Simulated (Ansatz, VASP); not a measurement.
**Two plane-wave programs on TiO2**

```
Ti O
1.0
     6.00695    0.00000    0.00000
    -3.00347    5.20217    0.00000
     0.00000    0.00000    6.54504
Ti O
3 6
Cartesian
  2.8002 0.0000 2.1817
  -1.4001 2.4251 4.3634
  1.6034 2.7771 0.0000
  1.7004 1.4136 1.3980
  3.9325 0.7658 3.5797
  3.3775 3.0228 5.7614
  0.3740 2.1794 5.1470
  -1.3031 3.7885 2.9653
  0.9290 4.4364 0.7837
```

Change from the starting cell: strain +0.080 along x and y, +0.080 along z, atoms carried along.

Alike in both runs: task single point; functional r2SCAN; k mesh 6 × 6 × 4; occupations gaussian, width 0.05 eV; no spin polarisation.

|  | VASP | Ansatz |
| --- | --- | --- |
| version | VASP 6.6.1 | Ansatz 0.2.0 |
| potentials or method | VASP PAW PBE potentials, release 64 (Ti_sv, O), cutoff 520 eV | scalar-relativistic, plane waves, PAW |
| valence electrons in the cell | 72 | 72 |

Ansatz gave:

- gap on the k mesh at the Fermi level (eV): 2.98
- least direct gap on the mesh (eV): 2.98
- pressure (GPa): -18.8
- traceless stress, the component that is largest in VASP (GPa): -0.16
- rms of the force components (eV/Å): 0.812

What did VASP give for the same quantities?

gap on the k mesh at the Fermi level (eV): 2.99; least direct gap on the mesh (eV): 2.99; pressure (GPa): -18.4; traceless stress, the component that is largest in VASP (GPa): -0.16; rms of the force components (eV/Å): 0.791.

VASP's potentials were made for PBE, not for r2SCAN. Atom by atom the forces differ by 0.021 eV/Å (rms over components).
